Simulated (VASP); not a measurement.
# MgO (I4/mmm) in VASP: notebook

Runs on MgO. Level: PBE. Tasks: single point.

All numbers are computed with VASP 6.6.1; they aren't measurements. Logs are shortened: lines on timing, memory, paths and dates and some standing lists are left out, and cuts for length are marked.

**1. The cell of the first run**

Symmetry: I4/mmm, No. 139, tetragonal system. The conventional cell has a = 2.978 Å, b = 2.978 Å, c = 4.280 Å, α = 90.00°, β = 90.00°, γ = 90.00°. Mg (site symmetry 4/mmm) has 6 O at 2.11 to 2.14 Å within 2.8 Å. Within 2.8 Å of O (site symmetry 4/mmm) lie 6 Mg at 2.11 to 2.14 Å.

**2. Single point, PBE (strained cell)**

INCAR

```
  PREC = Accurate
  ENCUT = 840
  EDIFF = 1E-6
  ISMEAR = 0
  SIGMA = 0.02
  LREAL = False
  LASPH = True
  NELM = 120
  ALGO = Normal
  ISIF = 2
  LWAVE = False
  LCHARG = False
  GGA = PE
  NBANDS = 15
  GGA_COMPAT = False
```

KPOINTS

```
Automatic mesh
0
Gamma
  8 8 8
```

POSCAR

```
MgO
1.0
    0.0000000000      2.1059355641      2.1399708864
    2.1059355641      0.0000000000      2.1399708864
    2.1059355641      2.1059355641      0.0000000000
Mg O
1 1
Direct
    0.0000000000      0.0000000000      0.0000000000
    0.5000000000      0.5000000000      0.5000000000
```

Potentials or basis: VASP PAW PBE potentials, release 64 (Mg_sv, O).

On the command line:

```
cat potpaw_PBE.64/Mg_sv/POTCAR potpaw_PBE.64/O/POTCAR > POTCAR
mpirun -np 1 vasp_std > vasp.out
```

OUTCAR:

```text
PREC = Accurate
   ENCUT = 840
   EDIFF = 1E-6
   ISMEAR = 0
   LREAL = False
   LASPH = True
   NELM = 120
   ISIF = 2
   GGA = PE

 ion  position               nearest neighbor table
   1  0.000  0.000  0.000-   2 2.11   2 2.11   2 2.11   2 2.11
   2  0.500  0.500  0.500-   1 2.11   1 2.11   1 2.11   1 2.11

  LATTYP: Found a body centered tetragonal cell.
 ALAT       =     2.9782426362
 C/A-ratio  =     1.4370695392

  Lattice vectors:

 A1 = (  -2.1059355641,   0.0000000000,   2.1399708864)
 A2 = (   2.1059355641,   0.0000000000,   2.1399708864)
 A3 = (   0.0000000000,   2.1059355641,  -2.1399708864)

Analysis of symmetry for initial positions (statically):
=====================================================================
 Subroutine PRICEL returns:
 Original cell was already a primitive cell.

 Routine SETGRP: Setting up the symmetry group for a
 body centered tetragonal supercell.

 Subroutine GETGRP returns: Found 16 space group operations
 (whereof 16 operations were pure point group operations)
 out of a pool of 16 trial point group operations.

The static configuration has the point symmetry D_4h.

Analysis of symmetry for dynamics (positions and initial velocities):
=====================================================================
 Subroutine PRICEL returns:
 Original cell was already a primitive cell.

 Routine SETGRP: Setting up the symmetry group for a
 body centered tetragonal supercell.

 Subroutine GETGRP returns: Found 16 space group operations
 (whereof 16 operations were pure point group operations)
 out of a pool of 16 trial point group operations.

The dynamic configuration has the point symmetry D_4h.

 Subroutine INISYM returns: Found 16 space group operations
 (whereof 16 operations are pure point group operations),
 and found     1 'primitive' translations

----------------------------------------------------------------------------------------

                                     Primitive cell

  volume of cell :      18.9814

  direct lattice vectors                    reciprocal lattice vectors
     0.000000000  2.105935564  2.139970886    -0.237424168  0.237424168  0.233648038
     2.105935564  0.000000000  2.139970886     0.237424168 -0.237424168  0.233648038
     2.105935564  2.105935564  0.000000000     0.237424168  0.237424168 -0.233648038

  length of vectors
     3.002405701  3.002405701  2.978242636     0.409062193  0.409062193  0.409062193

  position of ions in fractional coordinates (direct lattice)
     0.000000000  0.000000000  0.000000000
[... 90 lines left out ...]
   NUPDOWN=      -1.0000    fix difference up-down
   EMIN   =  10.00;   EMAX   =-10.00  energy-range for DOS
   EFERMI =   0.00;   METHOD = LEGACY
   ISMEAR =     0;   SIGMA  =   0.02  broadening in eV -4-tet -1-fermi 0-gaus
   EFERMI_NEDOS =   21; number of points for ismear=-14 and -15
   IALGO  =     38    algorithm
   IMIX   =      4    mixing-type and parameters
     AMIX     =   0.40;   BMIX     =  1.00
     AMIX_MAG =   1.60;   BMIX_MAG =  1.00
  volume/ion in A,a.u.               =       9.49        64.05
  Fermi-wavevector in a.u.,A,eV,Ry     =   1.546460  2.922387 32.538876  2.391540
  Thomas-Fermi vector in A             =   2.651693
   LORBIT       =      0    0 simple, 1 ext, 2 COOP (PROOUT), +10 PAW based schemes
   GGA     = PE    functional components
   LHFCALC =     F    Hartree Fock is set to
   AEXX    =    0.0000 exact exchange contribution
   IVDW    =     0    specifies the selected vdW correction
   LEPSILON=     F    determine dielectric tensor
   LRPA    =     F    only Hartree local field effects (RPA)
 non-spin polarized calculation
 Gauss-broadening in eV      SIGMA  =   0.02
  energy-cutoff  :      840.00
  volume of cell :       18.98
 maximum number of plane-waves:      1061
   NGX = 15   NGY = 15   NGZ = 15

 number of electron      15.9999994 magnetization

 Free energy of the ion-electron system (eV)
  ---------------------------------------------------
  ext. energy  EPLUGINS =         0.00000000
  ---------------------------------------------------
  free energy    TOTEN  =       -11.88019967 eV

  energy without entropy =      -11.88019967  energy(sigma->0) =      -11.88019967

 E-fermi :   2.9756     XC(G=0): -11.3109

 val. band max:        2.8239666804   @ k =   0.0000   0.0000   0.0000
 cond. band min:       7.3871808976   @ k =   0.0000   0.0000   0.0000
 fundamental gap:      4.5632142173
 Fermi energy:         2.9755783373

 k-point     1 :       0.0000    0.0000    0.0000
  band No.  band energies     occupation
      1     -69.5203      2.00000
      2     -36.2529      2.00000
      3     -36.2438      2.00000
      4     -36.2438      2.00000
      5     -14.3670      2.00000
      6       2.7902      2.00000
      7       2.7902      2.00000
      8       2.8240      2.00000
      9       7.3872      0.00000
     10      18.4088      0.00000
     11      18.5762      0.00000
     12      18.5762      0.00000
     13      22.3921      0.00000
     14      23.8976      0.00000
[... 401 lines left out ...]
      2     -36.3061      2.00000
      3     -36.2617      2.00000
      4     -36.2542      2.00000
      5     -13.3690      2.00000
      6      -0.7437      2.00000
      7       1.9757      2.00000
      8       2.1133      2.00000
      9      10.9696      0.00000
     10      14.5985      0.00000
     11      18.1403      0.00000
     12      19.4885      0.00000
     13      21.9774      0.00000
     14      25.0887      0.00000
     15      26.0975      0.00000

 [... further k-points ...]

------------------------ aborting loop because EDIFF is reached ----------------------------------------

  FORCE on cell =-STRESS in cart. coord.  units (eV):
  Direction    XX          YY          ZZ          XY          YZ          ZX
  --------------------------------------------------------------------------------------
  -------------------------------------------------------------------------------------
  Total        0.3875234      0.3875234      0.0229357      0.0000000      0.0000000     -0.0000000
  in kB       32.7099997     32.7099997      1.9359550      0.0000000      0.0000000     -0.0000000
  external PRESSURE =      22.4519848 kB  Pullay stress =       0.0000000 kB

 VOLUME and BASIS-vectors are now :
 -----------------------------------------------------------------------------
  energy-cutoff  :      840.00
  volume of cell :       18.98
      direct lattice vectors                 reciprocal lattice vectors
     0.000000000  2.105935564  2.139970886    -0.237424168  0.237424168  0.233648038
     2.105935564  0.000000000  2.139970886     0.237424168 -0.237424168  0.233648038
     2.105935564  2.105935564  0.000000000     0.237424168  0.237424168 -0.233648038

 POSITION                                       TOTAL-FORCE (eV/Angst)
 -----------------------------------------------------------------------------------
      0.00000      0.00000      0.00000         0.000000      0.000000     -0.000000
      2.10594      2.10594      2.13997         0.000000     -0.000000      0.000000
 -----------------------------------------------------------------------------------
    total drift:                                0.000000      0.000000      0.000000

  FREE ENERGIE OF THE ION-ELECTRON SYSTEM (eV)
  ---------------------------------------------------
  free  energy   TOTEN  =       -11.8801996742 eV

  energy  without entropy=      -11.8801996742  energy(sigma->0) =      -11.88019967
```

OSZICAR:

```text
N       E                     dE             d eps       ncg     rms          rms(c)
DAV:   1     0.161313953939E+03    0.16131E+03   -0.13521E+04  1770   0.177E+03
DAV:   2    -0.760648456788E+01   -0.16892E+03   -0.15920E+03  2092   0.438E+02
DAV:   3    -0.133882340853E+02   -0.57817E+01   -0.57527E+01  2332   0.775E+01
DAV:   4    -0.134805676967E+02   -0.92334E-01   -0.92317E-01  2015   0.979E+00
DAV:   5    -0.134822908314E+02   -0.17231E-02   -0.17231E-02  2304   0.113E+00    0.861E+00
DAV:   6    -0.119042465654E+02    0.15780E+01   -0.26064E+00  1924   0.148E+01    0.285E+00
DAV:   7    -0.118913018309E+02    0.12945E-01   -0.13537E-01  2092   0.342E+00    0.173E+00
DAV:   8    -0.118811540080E+02    0.10148E-01   -0.38838E-02  2162   0.225E+00    0.338E-01
DAV:   9    -0.118800058201E+02    0.11482E-02   -0.36182E-03  2029   0.554E-01    0.100E-01
DAV:  10    -0.118802093538E+02   -0.20353E-03   -0.28760E-04  2176   0.184E-01    0.490E-02
DAV:  11    -0.118801995304E+02    0.98234E-05   -0.25704E-05  2190   0.511E-02    0.597E-03
DAV:  12    -0.118801996742E+02   -0.14375E-06   -0.59111E-07  1683   0.110E-02
   1 F= -.11880200E+02 E0= -.11880200E+02  d E =-.243417E-29
```

It took 32 s on 1 thread of Intel Xeon Platinum 8259CL at 2.50GHz (Skylake/Cascade Lake), shared host; peak memory 0.17 GiB.

What came out:

```yaml
Free_energy: -11.8802 eV
Pressure: 2.2 GPa
Band_gap_on_the_k_mesh: 4.56 eV
```

Levels at points of the mesh, in eV from the valence-band top:
| k point | band 4 | band 5 | band 6 | band 7 | band 8 | band 9 | band 10 | band 11 | band 12 | band 13 |
| --- | --- | --- | --- | --- | --- | --- | --- | --- | --- | --- |
| (0.00, 0.00, 0.00) | -39.07 | -17.19 | -0.03 | -0.03 | 0.00 | 4.56 | 15.58 | 15.75 | 15.75 | 19.57 |
| (0.50, 0.00, 0.00) | -39.08 | -15.92 | -4.56 | -0.68 | -0.64 | 7.78 | 12.41 | 15.98 | 16.33 | 20.69 |
| (0.50, 0.50, 0.00) | -39.09 | -15.73 | -4.05 | -1.30 | -1.30 | 9.19 | 9.83 | 12.77 | 18.86 | 18.86 |
| (0.50, 0.00, 0.50) | -39.10 | -15.69 | -3.99 | -1.41 | -1.31 | 9.03 | 9.80 | 12.98 | 18.51 | 18.82 |

Caveat: the cell differs from its parent crystal (strained cell).

**3. Single point, PBE (strained cell)**

INCAR

```
SYSTEM = MgO
ALGO = Normal ; EDIFF = 1E-6
ENCUT = 840 ; GGA = PE
GGA_COMPAT = .False. ; ISIF = 2
ISMEAR = 0 ; LASPH = .True.
LCHARG = .False. ; LREAL = .False.
LWAVE = .False. ; NBANDS = 15
NELM = 120 ; PREC = Accurate
SIGMA = 0.02
```

KPOINTS

```
k-points
0
Gamma
  8 8 8
  0 0 0
```

POSCAR

```
MgO
1.0
    0.0000000000      2.1059355641      2.1420708143
    2.1059355641      0.0000000000      2.1420708143
    2.1059355641      2.1059355641      0.0000000000
Mg O
1 1
Direct
    0.0000000000      0.0000000000      0.0000000000
    0.5000000000      0.5000000000      0.5000000000
```

Potentials or basis: VASP PAW PBE potentials, release 64 (Mg_sv, O).

On the command line:

```
cat potpaw_PBE.64/Mg_sv/POTCAR potpaw_PBE.64/O/POTCAR > POTCAR
mpirun -np 1 vasp_std > vasp.out
```

It took 23 s on 1 thread of Intel Xeon Platinum 8259CL at 2.50GHz (Skylake/Cascade Lake), shared host; peak memory 0.17 GiB.

It converged, with:

```
Free energy            : -11.8803 eV
Pressure               : 2.1 GPa
Band gap on the k mesh : 4.55 eV
```

Stress tensor (GPa, compression positive):
```
 3.18  0.00  0.00
 0.00  3.18  0.00
 0.00  0.00 -0.06
```

Levels at points of the mesh, in eV from the valence-band top:
| k point | band 4 | band 5 | band 6 | band 7 | band 8 | band 9 | band 10 | band 11 | band 12 | band 13 |
| --- | --- | --- | --- | --- | --- | --- | --- | --- | --- | --- |
| (0.00, 0.00, 0.00) | -39.07 | -17.19 | -0.04 | -0.04 | 0.00 | 4.55 | 15.57 | 15.75 | 15.75 | 19.56 |
| (0.50, 0.00, 0.00) | -39.08 | -15.92 | -4.56 | -0.68 | -0.64 | 7.77 | 12.40 | 15.96 | 16.33 | 20.67 |
| (0.50, 0.50, 0.00) | -39.10 | -15.74 | -4.05 | -1.29 | -1.29 | 9.20 | 9.82 | 12.75 | 18.85 | 18.85 |
| (0.50, 0.00, 0.50) | -39.10 | -15.69 | -3.99 | -1.42 | -1.31 | 9.03 | 9.79 | 12.98 | 18.48 | 18.81 |

Caveat: the cell differs from its parent crystal (strained cell).

**4. Single point, PBE**

INCAR

```
PREC = Accurate
ENCUT = 840
EDIFF = 1E-6
ISMEAR = 0
SIGMA = 0.01
LREAL = False
LASPH = True
NELM = 120
ALGO = Normal
ISIF = 2
LWAVE = False
LCHARG = True
GGA = PE
LELF = True
LVHAR = True
NBANDS = 15
GGA_COMPAT = False
```

KPOINTS

```
regular mesh
0
Gamma
  8 8 8
```

POSCAR is that of step 3.

On the command line:

```
cat potpaw_PBE.64/Mg_sv/POTCAR potpaw_PBE.64/O/POTCAR > POTCAR
mpirun -np 1 vasp_std > vasp.out
```

It took 21 s on 1 thread of AMD EPYC 7R13 (Zen 3), shared host; peak memory 0.14 GiB.

The run converged. Its results:

| Quantity | Value |
| --- | --- |
| Free energy | -11.8803 eV |
| Pressure | 2.1 GPa |
| Band gap on the k mesh | 4.55 eV |

Stress tensor (GPa, compression positive):
```
 3.18  0.00  0.00
 0.00  3.18  0.00
 0.00  0.00 -0.06
```

Levels at points of the mesh, in eV from the valence-band top:
| k point | band 6 | band 7 | band 8 | band 9 | band 10 | band 11 |
| --- | --- | --- | --- | --- | --- | --- |
| (0.00, 0.00, 0.00) | -0.04 | -0.04 | 0.00 | 4.55 | 15.57 | 15.75 |
| (0.50, 0.00, 0.00) | -4.56 | -0.68 | -0.64 | 7.77 | 12.40 | 15.96 |
| (0.50, 0.50, 0.00) | -4.05 | -1.29 | -1.29 | 9.20 | 9.82 | 12.75 |
| (0.50, 0.00, 0.50) | -3.99 | -1.42 | -1.31 | 9.03 | 9.79 | 12.98 |

**5. The runs side by side**

```tsv
cell	smearing	gap on the mesh (eV)	pressure (GPa)
a = 3.002, b = 3.002, c = 2.978 Å, angles 60.3, 60.3, 59.5°, 2 atoms	gaussian 0.02 eV	4.56	2.2
a = 3.004, b = 3.004, c = 2.978 Å, angles 60.3, 60.3, 59.4°, 2 atoms	gaussian 0.02 eV	4.55	2.1
a = 3.004, b = 3.004, c = 2.978 Å, angles 60.3, 60.3, 59.4°, 2 atoms	gaussian 0.01 eV	4.55	2.1
```

Alike in all rows: task single point; level PBE; potentials or basis VASP PAW PBE potentials, release 64 (Mg_sv, O); no spin polarisation; k mesh 8 × 8 × 8; cutoff (eV) 840.

Absolute energies hang on the potentials; compare differences alone.
